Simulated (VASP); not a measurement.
# Mg31S33 (a cell with a defect) in VASP: single point with PBEsol

Aim: the single point of Mg31S33 (a cell with a defect) with PBEsol.

Everything below comes from runs of VASP 6.6.1. Logs are shortened: lines on timing, memory, paths and dates and some standing lists are left out, and cuts for length are marked.

### 1 The cell of the first run

The cell holds a defect, 64 atoms: a = 10.364 Å, b = 10.364 Å, c = 10.364 Å, α = 90.00°, β = 90.00°, γ = 90.00°.

### 2 Single point, PBEsol

Contents of INCAR:

```
PREC = Accurate
ENCUT = 520
EDIFF = 1E-7
ISMEAR = -1
SIGMA = 0.05
LREAL = Auto
LASPH = T
NELM = 60
ALGO = Normal
ISIF = 2
LWAVE = F
LCHARG = F
GGA = PS
NELECT = 262.0
ISYM = 0
NBANDS = 168
```

Contents of KPOINTS:

```
Automatic mesh
0
Gamma
  1 1 1
  0.25 0.25 0.25
```

Contents of POSCAR:

```
Mg31S33
1.0
   10.3639610000      0.0000000000      0.0000000000
    0.0000000000     10.3639610000      0.0000000000
    0.0000000000      0.0000000000     10.3639610000
S Mg
33 31
Direct
    0.2451040000      0.0002890000      0.0003580000
    0.2425240000      0.0008730000      0.5005390000
    0.2424800000      0.5004820000      0.0009720000
    0.2545260000      0.5015280000      0.5016210000
    0.7479960000      0.9988690000      0.9989380000
    0.7512490000      0.9961370000      0.4994890000
    0.7512210000      0.4994620000      0.9962120000
    0.8007690000      0.4538210000      0.4528490000
    0.9975090000      0.2480250000      0.9965780000
    0.0073410000      0.2416710000      0.4970290000
    0.9953840000      0.7503320000      0.0011080000
    0.9920380000      0.7482330000      0.5010280000
    0.4976030000      0.2482020000      0.9993990000
    0.5001080000      0.2433610000      0.4996140000
    0.4955620000      0.7549800000      0.0047050000
    0.4861550000      0.7740310000      0.5046560000
    0.9974720000      0.9964600000      0.2480800000
    0.9954620000      0.0009860000      0.7505070000
    0.0072690000      0.4968220000      0.2418600000
    0.9920850000      0.5008930000      0.7483670000
    0.4975170000      0.9993810000      0.2481190000
    0.4955860000      0.0046380000      0.7550590000
    0.4998520000      0.4996000000      0.2435610000
    0.4860540000      0.5048140000      0.7740410000
    0.6481800000      0.5404110000      0.5420150000
    0.2490740000      0.2475370000      0.2475840000
    0.2454440000      0.2506340000      0.7505900000
    0.2452970000      0.7505070000      0.2506870000
    0.2416590000      0.7531650000      0.7532320000
    0.7488350000      0.2379760000      0.2379950000
    0.7473820000      0.2528920000      0.7458850000
    0.7472780000      0.7458590000      0.2530130000
    0.7462710000      0.7591310000      0.7591850000
    0.9969850000      0.9993290000      0.9994620000
    0.9996600000      0.9978160000      0.4990740000
    0.9996880000      0.4989690000      0.9981040000
    0.0228450000      0.5013180000      0.5015270000
    0.4959790000      0.0016110000      0.0015770000
    0.4922150000      0.0072080000      0.5016420000
    0.4920420000      0.5016340000      0.0073080000
    0.2487180000      0.2511960000      0.9991200000
    0.2546290000      0.2533660000      0.4988440000
    0.2466950000      0.7495760000      0.0019530000
    0.2481850000      0.7487640000      0.5020820000
    0.7463720000      0.2466530000      0.9951660000
    0.7448540000      0.2326830000      0.4952090000
    0.7441260000      0.7516370000      0.0028140000
    0.7359560000      0.7550570000      0.5059310000
    0.2486190000      0.9990610000      0.2512870000
    0.2467700000      0.0019000000      0.7495950000
    0.2544050000      0.4988120000      0.2534550000
    0.2481670000      0.5020110000      0.7488740000
    0.7462820000      0.9951070000      0.2468460000
    0.7441830000      0.0027600000      0.7515590000
    0.7442140000      0.4954050000      0.2322960000
    0.7367050000      0.5056630000      0.7557330000
    0.9982030000      0.2487020000      0.2488450000
    0.9968680000      0.2510800000      0.7451550000
    0.9967320000      0.7449620000      0.2513010000
    0.9933730000      0.7510020000      0.7510310000
    0.4998040000      0.2531200000      0.2532030000
    0.4958280000      0.2606380000      0.7454100000
    0.4956770000      0.7455080000      0.2604770000
    0.4936040000      0.7499660000      0.7498980000
```

Potentials or basis: VASP PAW PBE potentials, release 64 (S, Mg).

Run with:

```console
> cat potpaw_PBE.64/S/POTCAR potpaw_PBE.64/Mg/POTCAR > POTCAR
> mpirun -np 1 vasp_std > vasp.out
```

OUTCAR:

```text
PREC = Accurate
   ENCUT = 520
   EDIFF = 1E-7
   ISMEAR = -1
   LREAL = Auto
   LASPH = T
   NELM = 60
   ISIF = 2
   GGA = PS
   NELECT = 262.0
   ISYM = 0

 ion  position               nearest neighbor table
   1  0.245  0.000  0.000-  34 2.57  43 2.60  50 2.60  38 2.60  41 2.60  49 2.60
   2  0.243  0.001  0.501-  35 2.52  50 2.58  49 2.58  39 2.59  44 2.61  42 2.62
   3  0.242  0.500  0.001-  36 2.52  43 2.58  41 2.58  40 2.59  52 2.61  51 2.62
   4  0.255  0.502  0.502-  37 2.40  44 2.56  52 2.56  42 2.57  51 2.57
   5  0.748  0.999  0.999-  47 2.56  54 2.56  45 2.57  53 2.57  34 2.58  38 2.61
   6  0.751  0.996  0.499-  46 2.45  48 2.50  35 2.57  54 2.61  53 2.62  39 2.69
   7  0.751  0.499  0.996-  55 2.45  56 2.50  36 2.58  47 2.62  45 2.62  40 2.69
   8  0.801  0.454  0.453-  25 2.04  55 2.40  46 2.40  37 2.41
   9  0.998  0.248  0.997-  34 2.58  36 2.60  45 2.60  41 2.60  58 2.61  57 2.61
  10  0.007  0.242  0.497-  35 2.53  42 2.57  57 2.57  58 2.58  37 2.70  46 2.72
  11  0.995  0.750  0.001-  34 2.58  60 2.59  59 2.59  47 2.60  43 2.60  36 2.61
  12  0.992  0.748  0.501-  37 2.58  35 2.59  59 2.59  60 2.59  44 2.65  48 2.66
  13  0.498  0.248  0.999-  38 2.56  45 2.58  41 2.58  40 2.63  61 2.63  62 2.64
  14  0.500  0.243  0.500-  39 2.45  46 2.54  42 2.55  62 2.55  61 2.56
  15  0.496  0.755  0.005-  38 2.56  47 2.58  43 2.58  40 2.63  64 2.64  63 2.65
  16  0.486  0.774  0.505-  39 2.42  44 2.48  63 2.55  64 2.56  48 2.60
  17  0.997  0.996  0.248-  34 2.58  35 2.60  49 2.60  53 2.60  59 2.61  57 2.61
  18  0.995  0.001  0.751-  34 2.58  60 2.59  58 2.59  54 2.60  50 2.60  35 2.61
  19  0.007  0.497  0.242-  36 2.53  51 2.56  57 2.57  59 2.58  37 2.70  55 2.73
  20  0.992  0.501  0.748-  37 2.58  36 2.59  58 2.59  60 2.59  56 2.65  52 2.65
  21  0.498  0.999  0.248-  38 2.56  53 2.58  49 2.58  39 2.63  61 2.63  63 2.63
  22  0.496  0.005  0.755-  38 2.56  54 2.58  50 2.58  39 2.63  64 2.64  62 2.66
  23  0.500  0.500  0.244-  40 2.45  55 2.54  51 2.55  63 2.55  61 2.56
  24  0.486  0.505  0.774-  40 2.42  52 2.48  62 2.55  64 2.55  56 2.60
  25  0.648  0.540  0.542-   8 2.04  56 2.42  48 2.43
  26  0.249  0.248  0.248-  41 2.58  49 2.58  61 2.60  57 2.60  42 2.61  51 2.61
  27  0.245  0.251  0.751-  41 2.58  58 2.58  50 2.58  62 2.60  52 2.61  42 2.61
  28  0.245  0.751  0.251-  49 2.58  59 2.58  43 2.58  63 2.60  44 2.61  51 2.61
  29  0.242  0.753  0.753-  60 2.57  43 2.58  50 2.58  44 2.60  52 2.60  64 2.61
  30  0.749  0.238  0.238-  45 2.52  53 2.52  57 2.59  61 2.59  46 2.67  55 2.67
  31  0.747  0.253  0.746-  45 2.58  58 2.59  54 2.59  46 2.61  62 2.61  56 2.62
  32  0.747  0.746  0.253-  53 2.58  59 2.59  47 2.59  55 2.60  63 2.61  48 2.63
  33  0.746  0.759  0.759-  47 2.53  54 2.53  60 2.56  64 2.62  48 2.63  56 2.63
  34  0.997  0.999  0.999-   1 2.57  17 2.58   9 2.58  18 2.58   5 2.58  11 2.58  60 3.64  45 3.65
                            53 3.65  57 3.66
  35  1.000  0.998  0.499-   2 2.52  10 2.53   6 2.57  12 2.59  17 2.60  18 2.61  46 3.59  49 3.64
                            44 3.65  50 3.65  60 3.66
  36  1.000  0.499  0.998-   3 2.52  19 2.53   7 2.58  20 2.59   9 2.60  11 2.61  55 3.59  41 3.64
                            43 3.65  52 3.65
  37  0.023  0.501  0.502-   4 2.40   8 2.41  20 2.58  12 2.58  10 2.70  19 2.70  52 3.47  44 3.47
                            51 3.52  42 3.52  58 3.63  59 3.63
  38  0.496  0.002  0.002-  22 2.56  21 2.56  13 2.56  15 2.56   1 2.60   5 2.61  45 3.63  53 3.63
                            41 3.64  49 3.64  47 3.65  54 3.65
  39  0.492  0.007  0.502-  16 2.42  14 2.45   2 2.59  22 2.63  21 2.63   6 2.69  46 3.51  42 3.55
                            50 3.62  49 3.62  61 3.62  48 3.63  62 3.64
  40  0.492  0.502  0.007-  24 2.42  23 2.45   3 2.59  15 2.63  13 2.63   7 2.69  55 3.50  51 3.55
                            43 3.62  41 3.62  61 3.62  56 3.64  63 3.64
  41  0.249  0.251  0.999-  26 2.58  27 2.58  13 2.58   3 2.58   1 2.60   9 2.60  40 3.62  36 3.64
                            38 3.64  50 3.66
  42  0.255  0.253  0.499-  14 2.55  10 2.57   4 2.57  26 2.61  27 2.61   2 2.62  37 3.52  39 3.55
                            62 3.58  61 3.60  51 3.60  52 3.66
  43  0.247  0.750  0.002-  28 2.58  29 2.58  15 2.58   3 2.58   1 2.60  11 2.60  40 3.62  36 3.65
                            49 3.66  64 3.66
  44  0.248  0.749  0.502-  16 2.48   4 2.56  29 2.60  28 2.61   2 2.61  12 2.65  37 3.47  63 3.58
                            64 3.61  52 3.62  35 3.65  51 3.65
  45  0.746  0.247  0.995-  30 2.52   5 2.57  13 2.58  31 2.58   9 2.60   7 2.62  55 3.56  54 3.57
                            38 3.63  34 3.65  56 3.66
  46  0.745  0.233  0.495-   8 2.40   6 2.45  14 2.54  31 2.61  30 2.67  10 2.72  39 3.51  53 3.56
                            54 3.57  61 3.58  35 3.59
  47  0.744  0.752  0.003-  33 2.53   5 2.56  15 2.58  32 2.59  11 2.60   7 2.62  55 3.56  53 3.57
                            56 3.61  38 3.65
  48  0.736  0.755  0.506-  25 2.43   6 2.50  16 2.60  32 2.63  33 2.63  12 2.66  63 3.56  64 3.56
                            54 3.62  39 3.63
  49  0.249  0.999  0.251-  26 2.58  28 2.58  21 2.58   2 2.58   1 2.60  17 2.60  39 3.62  35 3.64
[... 20 lines left out ...]
  61  0.500  0.253  0.253-  14 2.56  23 2.56  30 2.59  26 2.60  21 2.63  13 2.63  55 3.57  46 3.58
                            42 3.60  51 3.60  39 3.62  40 3.62
  62  0.496  0.261  0.745-  24 2.55  14 2.55  27 2.60  31 2.61  13 2.64  22 2.66  56 3.56  42 3.58
[... 190 lines left out ...]
   total plane-waves  NPLWV = 512000
   dimension x,y,z NGX =    80 NGY =   80 NGZ =   80
   dimension x,y,z NGXF=   160 NGYF=  160 NGZF=  160
   ions per type =              33  31
   NGX,Y,Z   is equivalent  to a cutoff of  12.83, 12.83, 12.83 a.u.
   NGXF,Y,Z  is equivalent  to a cutoff of  25.67, 25.67, 25.67 a.u.
 SYSTEM =  unknown system
   PREC   = accura    normal or accurate (medium, high low for compatibility)
   ISTART =      0    job   : 0-new  1-cont  2-samecut
   ICHARG =      2    charge: 1-file 2-atom 10-const
   ISPIN  =      1    spin polarized calculation?
   LNONCOLLINEAR =      F non collinear calculations
   LSORBIT =      F    spin-orbit coupling
   LASPH  =      T    aspherical Exc in radial PAW
   ENCUT  =  520.0 eV  38.22 Ry    6.18 a.u.  19.27 19.27 19.27*2*pi/ulx,y,z
   NELM   =     60;   NELMIN=  2; NELMDL= -5     # of ELM steps
   EDIFF  = 0.1E-06   stopping-criterion for ELM
   LREAL  =      T    real-space projection
   EDIFFG = 0.1E-05   stopping-criterion for IOM
   NSW    =      0    number of steps for IOM
   IBRION =     -1    ionic relax: 0-MD 1-quasi-New 2-CG
   NFREE  =      0    steps in history (QN), initial steepest desc. (CG)
   ISIF   =      2    stress and relaxation
   ISYM   =      0    0-nonsym 1-usesym 2-fastsym
   POTIM  = 0.5000    time-step for ionic-motion
   TEBEG  =    0.0;   TEEND  =   0.0 temperature during run
   PSTRESS=    0.0 pullay stress
   NELECT =     262.0000    total number of electrons
   NUPDOWN=      -1.0000    fix difference up-down
   EMIN   =  10.00;   EMAX   =-10.00  energy-range for DOS
   EFERMI =   0.00;   METHOD = LEGACY
   ISMEAR =    -1;   SIGMA  =   0.05  broadening in eV -4-tet -1-fermi 0-gaus
   EFERMI_NEDOS =   21; number of points for ismear=-14 and -15
   IALGO  =     38    algorithm
   IMIX   =      4    mixing-type and parameters
     AMIX     =   0.40;   BMIX     =  1.00
     AMIX_MAG =   1.60;   BMIX_MAG =  1.00
  volume/ion in A,a.u.               =      17.39       117.38
  Fermi-wavevector in a.u.,A,eV,Ry     =   1.010763  1.910066 13.900291  1.021643
  Thomas-Fermi vector in A             =   2.143772
   LORBIT       =      0    0 simple, 1 ext, 2 COOP (PROOUT), +10 PAW based schemes
   GGA     = PS    functional components
   LHFCALC =     F    Hartree Fock is set to
   AEXX    =    0.0000 exact exchange contribution
   IVDW    =     0    specifies the selected vdW correction
   LEPSILON=     F    determine dielectric tensor
   LRPA    =     F    only Hartree local field effects (RPA)
 non-spin polarized calculation
  energy-cutoff  :      520.00
  volume of cell :     1113.21
 maximum number of plane-waves:     30028
 NGX is ok and might be reduce to    80
   NGX = 39   NGY = 39   NGZ = 39

 number of electron     261.9999994 magnetization

 Free energy of the ion-electron system (eV)
  ---------------------------------------------------
  ext. energy  EPLUGINS =         0.00000000
  ---------------------------------------------------
  free energy    TOTEN  =      -278.03899434 eV

  energy without entropy =     -278.03899434  energy(sigma->0) =     -278.03899434

 E-fermi :   5.8353     XC(G=0):  -9.9260

 val. band max:        4.6964164710   @ k =  -0.2500   0.2500   0.2500
 cond. band min:       7.0372141788   @ k =  -0.2500   0.2500   0.2500
 fundamental gap:      2.3407977078
 Fermi energy:         5.8353090672

 k-point     1 :       0.2500    0.2500    0.2500
  band No.  band energies     occupation
      1     -10.1802      2.00000
      2      -8.8164      2.00000
      3      -8.4936      2.00000
      4      -8.4575      2.00000
      5      -8.3645      2.00000
      6      -8.1554      2.00000
[... 573 lines left out ...]
    142       8.4039      0.00000
    143       8.4422      0.00000
 [bands above 143 left out]

------------------------ aborting loop because EDIFF is reached ----------------------------------------

  FORCE on cell =-STRESS in cart. coord.  units (eV):
  Direction    XX          YY          ZZ          XY          YZ          ZX
  --------------------------------------------------------------------------------------
  -------------------------------------------------------------------------------------
  Total       25.9743551     27.7895175     27.9322008     -4.1464882      4.8502125     -4.0571549
  in kB       37.3833353     39.9957899     40.2011454     -5.9677924      6.9806207     -5.8392203
  external PRESSURE =      39.1934235 kB  Pullay stress =       0.0000000 kB

 VOLUME and BASIS-vectors are now :
 -----------------------------------------------------------------------------
  energy-cutoff  :      520.00
  volume of cell :     1113.21
      direct lattice vectors                 reciprocal lattice vectors
    10.363961000  0.000000000  0.000000000     0.096488206  0.000000000  0.000000000
     0.000000000 10.363961000  0.000000000     0.000000000  0.096488206  0.000000000
     0.000000000  0.000000000 10.363961000     0.000000000  0.000000000  0.096488206

 POSITION                                       TOTAL-FORCE (eV/Angst)
 -----------------------------------------------------------------------------------
      2.54025      0.00300      0.00371        -0.004123      0.000760      0.000107
      2.51351      0.00905      5.18757        -0.026322     -0.012646     -0.003537
      2.51305      5.18698      0.01007        -0.026224     -0.004014     -0.012909
      2.63790      5.19782      5.19878         0.002816     -0.015210     -0.013372
      7.75220     10.35224     10.35295         0.001450      0.005432      0.005653
      7.78592     10.32393      5.17668         0.009512     -0.009769      0.003023
[... 56 lines left out ...]
      5.13718      7.72642      2.69957         0.000752      0.004164      0.009878
      5.11569      7.77262      7.77191         0.004010     -0.000693      0.001373
 -----------------------------------------------------------------------------------
    total drift:                                0.012907     -0.007528     -0.009212

  FREE ENERGIE OF THE ION-ELECTRON SYSTEM (eV)
  ---------------------------------------------------
  free  energy   TOTEN  =      -278.0389943431 eV

  energy  without entropy=     -278.0389943429  energy(sigma->0) =     -278.03899434
```

Wall time 26 min (1 thread of Intel Xeon Platinum 8259CL at 2.50GHz (Skylake/Cascade Lake), shared host); peak memory 1.2 GiB.

What came out:

- Free energy: -278.0390 eV
- Largest force: 0.180 eV/Å

Forces on the atoms (eV/Å):
```
S   -0.004  0.001  0.000
S   -0.026 -0.013 -0.004
S   -0.026 -0.004 -0.013
S    0.003 -0.015 -0.013
S    0.001  0.005  0.006
S    0.010 -0.010  0.003
S    0.010  0.001 -0.008
S   -0.177  0.017  0.026
S    0.004  0.005  0.001
S    0.028  0.007  0.012
S    0.013 -0.008  0.005
S    0.001 -0.001  0.008
S   -0.017  0.007  0.003
S   -0.005  0.008 -0.012
S   -0.004 -0.002 -0.006
S    0.004  0.061 -0.013
S    0.004  0.002  0.006
S    0.012  0.006 -0.009
S    0.029  0.013  0.007
S    0.004  0.008 -0.002
S   -0.017  0.004  0.007
S   -0.003 -0.005 -0.004
S   -0.005 -0.012  0.007
S    0.007 -0.012  0.063
S    0.153 -0.053 -0.065
S   -0.006  0.003  0.005
S   -0.001  0.004 -0.009
S    0.001 -0.009  0.004
S   -0.006  0.002  0.001
S    0.017  0.023  0.023
S    0.000 -0.001  0.000
S   -0.003  0.001  0.002
S   -0.012 -0.024 -0.024
Mg   0.000  0.000 -0.001
Mg   0.003  0.006  0.003
Mg   0.003  0.002  0.003
Mg   0.024 -0.007 -0.008
Mg   0.003 -0.002  0.000
Mg  -0.002 -0.015 -0.001
Mg  -0.002  0.000 -0.017
Mg   0.003  0.002  0.000
Mg  -0.006 -0.002  0.001
Mg   0.000 -0.003 -0.002
Mg   0.010  0.006 -0.002
Mg  -0.003  0.001 -0.002
Mg   0.000  0.002  0.003
Mg  -0.001 -0.001  0.003
Mg  -0.014  0.002 -0.001
Mg   0.004 -0.001  0.001
Mg  -0.001 -0.002 -0.002
Mg  -0.005  0.000 -0.001
Mg   0.011 -0.001  0.005
Mg  -0.003 -0.001  0.000
Mg  -0.001  0.003  0.000
Mg   0.002  0.003 -0.003
Mg  -0.020 -0.002  0.009
Mg   0.002  0.000  0.000
Mg   0.001 -0.003 -0.004
Mg   0.001 -0.003 -0.004
Mg   0.000  0.002  0.002
Mg   0.000 -0.005 -0.005
Mg   0.001  0.008  0.005
Mg   0.001  0.004  0.010
Mg   0.004 -0.001  0.001
```

Levels at points of the mesh, in eV from the Fermi level:
| k point | band 127 | band 128 | band 129 | band 130 | band 131 | band 132 | band 133 | band 134 | band 135 | band 136 |
| --- | --- | --- | --- | --- | --- | --- | --- | --- | --- | --- |
| (0.25, 0.25, 0.25) | -2.25 | -2.11 | -2.09 | -1.55 | -1.44 | 1.24 | 1.41 | 1.57 | 1.90 | 2.33 |

Caveat: the cell carries a net charge on a neutralising background, which shifts energy and pressure; the cell is charged against a uniform background, so pressure and absolute levels hang on convention; the PAW data sets were made with another functional, which shifts forces and pressure a little.
